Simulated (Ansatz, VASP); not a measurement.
**Two plane-wave programs on In3GaAs4**

Contents of INCAR:

```
PREC     = Accurate       # precision mode
ENCUT    = 600            # plane-wave cutoff, eV
EDIFF    = 1E-7           # SCF threshold, eV
ISMEAR   = 0              # smearing method
SIGMA    = 0.1            # smearing width, eV
LREAL    = False          # projectors in reciprocal space
LASPH    = True           # aspherical terms in the spheres
NELM     = 80             # most SCF steps
ALGO     = Fast           # electronic algorithm
ISIF     = 3              # what is computed and relaxed
LWAVE    = False          # write WAVECAR
LCHARG   = False          # write CHGCAR
GGA      = PE             # functional
IBRION   = 2              # ionic algorithm
NSW      = 100            # ionic steps
EDIFFG   = -0.01          # ionic threshold
```

File KPOINTS:

```
regular mesh
0
Gamma
  8 4 6
```

POSCAR

```
In3GaAs4
1.0
    4.3245719965      0.0000000000      0.0000000000
    0.0000000000      8.6705736692      0.0000000000
    0.0000000000      0.0000000000      6.0157736468
In Ga As
3 1 4
Direct
    0.0000000000      0.7587252288      0.2496086619
    0.5000000000      0.5000000000      0.7515845176
    0.0000000000      0.2412747712      0.2496086619
    0.5000000000      0.0000000000      0.7468671544
    0.0000000000      0.0000000000      0.9715694900
    0.5000000000      0.7617454542      0.5103805681
    0.0000000000      0.5000000000      0.0100014081
    0.5000000000      0.2382545458      0.5103805681
```

Input for Ansatz:

```yaml
crystal:
  lattice:
    - [4.3245719965, 0.0, 0.0]
    - [0.0, 8.6705736692, 0.0]
    - [0.0, 0.0, 6.0157736468]
  atoms:
    - { symbol: In, position: [0.0, 0.7587252288, 0.2496086619] }
    - { symbol: In, position: [0.5, 0.5, 0.7515845176] }
    - { symbol: In, position: [0.0, 0.2412747712, 0.2496086619] }
    - { symbol: Ga, position: [0.5, 0.0, 0.7468671544] }
    - { symbol: As, position: [0.0, 0.0, 0.97156949] }
    - { symbol: As, position: [0.5, 0.7617454542, 0.5103805681] }
    - { symbol: As, position: [0.0, 0.5, 0.0100014081] }
    - { symbol: As, position: [0.5, 0.2382545458, 0.5103805681] }
basis:
  ecutwfc: 420
kpoints:
  mp_grid: { grid: [8, 4, 6] }
hamiltonian:
  xc: pbe
scf:
  occupations: { method: gaussian, width: 0.1 }
output:
  forces: true
  stress: true
  eigenvalues: true
relax:
  adjacent_minimum: "off"
  f_tol: 0.01
  max_steps: 80
  cell: { stress_tol: 0.05 }
```

Change from the starting cell: species swapped into the Cd4Te3Se type (Pmm2, No. 25).

Alike in both runs: task relaxation of cell and atoms; functional PBE; k mesh 8 × 4 × 6; occupations gaussian, width 0.1 eV; no spin polarisation.

|  | VASP | Ansatz |
| --- | --- | --- |
| version | VASP 6.6.1 | Ansatz 0.2.0 |
| potentials or method | VASP PAW PBE potentials, release 64 (In_d, Ga_d, As), cutoff 600 eV | scalar-relativistic, plane waves, PAW |
| valence electrons in the cell | 72 | 112 |

|  | VASP | Ansatz | Ansatz less VASP |
| --- | --- | --- | --- |
| gap on the k mesh at the Fermi level, each at its own relaxed structure (eV) | none | none | - |
| relaxed volume (Å³/atom) | 28.11 | 28.05 | -0.059 |
| relaxed length of the cell vector where the two differ most in proportion (Å) | 8.606 | 8.597 | -0.0085 |

A gap of «none» marks a metal or a gap that the smearing closes. VASP's potentials hold 72 valence electrons a cell and Ansatz's 112, so a difference there can come from the potentials and not from the codes.
